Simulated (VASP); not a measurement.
A run of VASP 6.6.1 is set up as follows.

The input INCAR:

```
  PREC = Accurate
  ENCUT = 520
  EDIFF = 1E-6
  ISMEAR = -1
  SIGMA = 0.05
  LREAL = F
  LASPH = T
  NELM = 80
  ALGO = Normal
  ISIF = 2
  LWAVE = F
  LCHARG = F
  GGA = PE
  NBANDS = 13
```

File KPOINTS:

```
regular mesh
0
Gamma
  18 18 10
```

POSCAR

```
O
1.0
    2.5312354143      0.0000000000      0.0000000000
   -1.2656177071      2.1921141717      0.0000000000
    0.0000000000      0.0000000000      2.5725045666
O
2
Direct
    0.3333333333      0.6666666667      0.2500000000
    0.6666666667      0.3333333333      0.7500000000
```

Potentials or basis: VASP PAW PBE potentials, release 64 (O).

Run with:

```console
$ cat potpaw_PBE.64/O/POTCAR > POTCAR
$ mpirun -np 1 vasp_std > vasp.out
```

**Question.** Predict the band gap on the k mesh.

**Answer.** Zero (bands 6 and 7 overlap by 2.40 eV).

**Question.** Estimate the pressure.

**Answer.** 25.9 GPa.

Stress tensor (GPa, compression positive):
```
25.82  0.00  0.00
 0.00 25.82  0.00
 0.00  0.00 25.95
```

Caveat: the cell stands under pressure.
